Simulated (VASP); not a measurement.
# W (Im-3m) in VASP: notebook, part 2 of 2

VASP 6.6.1. Earlier steps stand in the parts before.

### Step 5. Single point, PBE, non-collinear spin, zero start, spin-orbit coupling

Contents of INCAR:

```
SYSTEM = W
PREC = Accurate
ENCUT = 520
EDIFF = 1E-7
ISMEAR = 0
SIGMA = 0.1
LREAL = .False.
LASPH = .True.
NELM = 150
ALGO = Normal
ISIF = 2
LWAVE = .False.
LCHARG = .False.
LNONCOLLINEAR = .True.
MAGMOM = 0 0 0
LORBIT = 11
LSORBIT = .True.
GGA_COMPAT = .False.
LORBMOM = .True.
LMAXMIX = 4
GGA = PE
NBANDS = 25
```

Contents of KPOINTS:

```
regular mesh
0
Gamma
  18 18 18
  0 0 0
```

Contents of POSCAR:

```
W
1.0
   -1.5917776925      1.5917776925      1.5917776925
    1.5917776925     -1.5917776925      1.5917776925
    1.5917776925      1.5917776925     -1.5917776925
W
1
Direct
    0.0000000000      0.0000000000      0.0000000000
```

Potentials or basis: VASP PAW PBE potentials, release 64 (W_sv).

Launch:

```sh
$ cat potpaw_PBE.64/W_sv/POTCAR > POTCAR
$ mpirun -np 1 vasp_ncl > vasp.out
```

OUTCAR:

```text
SYSTEM = W
   PREC = Accurate
   ENCUT = 520
   EDIFF = 1E-7
   ISMEAR = 0
   LREAL = .False.
   LASPH = .True.
   NELM = 150
   ISIF = 2
   LNONCOLLINEAR = .True.
   LORBIT = 11
   LSORBIT = .True.
   GGA = PE

 ion  position               nearest neighbor table
   1  0.000  0.000  0.000-

  LATTYP: Found a body centered cubic cell.
 ALAT       =     3.1835553850

  Lattice vectors:

 A1 = (  -1.5917776925,   1.5917776925,   1.5917776925)
 A2 = (   1.5917776925,  -1.5917776925,   1.5917776925)
 A3 = (   1.5917776925,   1.5917776925,  -1.5917776925)

Analysis of symmetry for initial positions (statically):
=====================================================================
 Subroutine PRICEL returns:
 Original cell was already a primitive cell.

 Routine SETGRP: Setting up the symmetry group for a
 body centered cubic supercell.

 Subroutine GETGRP returns: Found 48 space group operations
 (whereof 48 operations were pure point group operations)
 out of a pool of 48 trial point group operations.

The static configuration has the point symmetry O_h .

Analysis of symmetry for dynamics (positions and initial velocities):
=====================================================================
 Subroutine PRICEL returns:
 Original cell was already a primitive cell.

 Routine SETGRP: Setting up the symmetry group for a
 body centered cubic supercell.

 Subroutine GETGRP returns: Found 48 space group operations
 (whereof 48 operations were pure point group operations)
 out of a pool of 48 trial point group operations.

The dynamic configuration has the point symmetry O_h .

Analysis of structural, dynamic, and magnetic symmetry:
=====================================================================
 Subroutine PRICEL returns:
 Original cell was already a primitive cell.

 Routine SETGRP: Setting up the symmetry group for a
 body centered cubic supercell.

 Subroutine GETGRP returns: Found 48 space group operations
[... 841 lines left out ...]
  in kB       15.2064020     15.2064020     15.2064020      0.0000000      0.0000000     -0.0000000
  external PRESSURE =      15.2064020 kB  Pullay stress =       0.0000000 kB

 VOLUME and BASIS-vectors are now :
 -----------------------------------------------------------------------------
  energy-cutoff  :      520.00
  volume of cell :       16.13
      direct lattice vectors                 reciprocal lattice vectors
    -1.591777693  1.591777693  1.591777693     0.000000000  0.314114215  0.314114215
     1.591777693 -1.591777693  1.591777693     0.314114215  0.000000000  0.314114215
     1.591777693  1.591777693 -1.591777693     0.314114215  0.314114215  0.000000000

 POSITION                                       TOTAL-FORCE (eV/Angst)
 -----------------------------------------------------------------------------------
      0.00000      0.00000      0.00000        -0.000000     -0.000000     -0.000000
 -----------------------------------------------------------------------------------
    total drift:                                0.000000      0.000000      0.000000

  FREE ENERGIE OF THE ION-ELECTRON SYSTEM (eV)
  ---------------------------------------------------
  free  energy   TOTEN  =       -13.7766210637 eV

  energy  without entropy=      -13.7740474846  energy(sigma->0) =      -13.77533427

 orbital moment (x)

 # of ion     p       d       tot
 ----------------------------------------
  1         0.000   0.000   0.000
 ----------------------------------------
            0.000   0.000   0.000

 orbital moment (y)

 # of ion     p       d       tot
 ----------------------------------------
  1         0.000  -0.000  -0.000
 ----------------------------------------
            0.000  -0.000  -0.000

 orbital moment (z)

 # of ion     p       d       tot
 ----------------------------------------
  1         0.000   0.000   0.000
 ----------------------------------------
            0.000   0.000   0.000

 Spin-Orbit-Coupling matrix elements

 Ion:    1  E_soc:     -1.6373202
 l=   1
     0.0000000    -0.2287431    -0.2287431
    -0.2287431     0.0000000    -0.2287431
    -0.2287431    -0.2287431     0.0000000
 l=   2
     0.0000000    -0.0115307     0.0000000    -0.0115307    -0.0326129
    -0.0115307     0.0000000    -0.0244597    -0.0115307    -0.0081532
     0.0000000    -0.0244597     0.0000000    -0.0244597     0.0000000
    -0.0115307    -0.0115307    -0.0244597     0.0000000    -0.0081532
    -0.0326129    -0.0081532     0.0000000    -0.0081532     0.0000000
 l=   3
     0.0000000     0.0000000     0.0000000     0.0000000     0.0000000     0.0000000     0.0000000
     0.0000000     0.0000000     0.0000000     0.0000000     0.0000000     0.0000000     0.0000000
     0.0000000     0.0000000     0.0000000     0.0000000     0.0000000     0.0000000     0.0000000
     0.0000000     0.0000000     0.0000000     0.0000000     0.0000000     0.0000000     0.0000000
     0.0000000     0.0000000     0.0000000     0.0000000     0.0000000     0.0000000     0.0000000
     0.0000000     0.0000000     0.0000000     0.0000000     0.0000000     0.0000000     0.0000000
     0.0000000     0.0000000     0.0000000     0.0000000     0.0000000     0.0000000     0.0000000

 total charge

# of ion       s       p       d       tot
------------------------------------------
    1        2.398   6.336   3.337  12.071

 magnetization (x)

# of ion       s       p       d       tot
------------------------------------------
    1        0.000  -0.000   0.000  -0.000

 magnetization (y)

# of ion       s       p       d       tot
------------------------------------------
    1       -0.000  -0.000  -0.000  -0.000

 magnetization (z)

# of ion       s       p       d       tot
------------------------------------------
    1        0.000   0.000  -0.000  -0.000
```

It took 78 s on 1 thread of AMD EPYC 9R45 (Zen 5), shared host; peak memory 0.24 GiB.

What came out:

```yaml
Free_energy: -13.7766 eV
Pressure: 1.5 GPa
Net_moment: 0.00 μB per cell
Valence_electrons_inside_the_program's_atomic_spheres: W 12.07
```

Moments on the atoms (μB; x, y, z):
```
W   0.00 0.00 0.00
```

### Step 6. Summary

| level | spin | U | k mesh | cutoff (eV) | mended | gap on the mesh (eV) | pressure (GPa) |
| --- | --- | --- | --- | --- | --- | --- | --- |
| r2SCAN | off | - | 22 × 22 × 22 | 550 | yes | none | -3.2 |
| r2SCAN | off | - | 18 × 18 × 18 | 520 | - | none | -3.2 |
| r2SCAN+U | off | W d U = 4.0 eV | 18 × 18 × 18 | 520 | - | none | 9.2 |
| PBE | non-collinear, zero start, SOC | - | 18 × 18 × 18 | 520 | - | - | 1.5 |

Alike in all rows: task single point; potentials or basis VASP PAW PBE potentials, release 64 (W_sv); cell as given; smearing gaussian 0.1 eV.

The pressure there spans -3.2 GPa (r2SCAN) to 9.2 GPa (r2SCAN+U); a positive pressure means that this level wants a larger cell, a negative one a smaller.

Caveats: the PAW data sets were made with another functional, which shifts forces and pressure a little (at least some runs); spin-orbit coupling is left out, which moves the levels of the heavy elements (at least some runs); the cell stands under tension (at least some runs); the cell stands under pressure (at least some runs); U without spin polarisation on a metal has little footing (at least some runs); the U is typed as a test and isn't derived for this compound (at least some runs).

Total energies depend on the potentials used, so only differences within one code and one set of settings carry meaning.
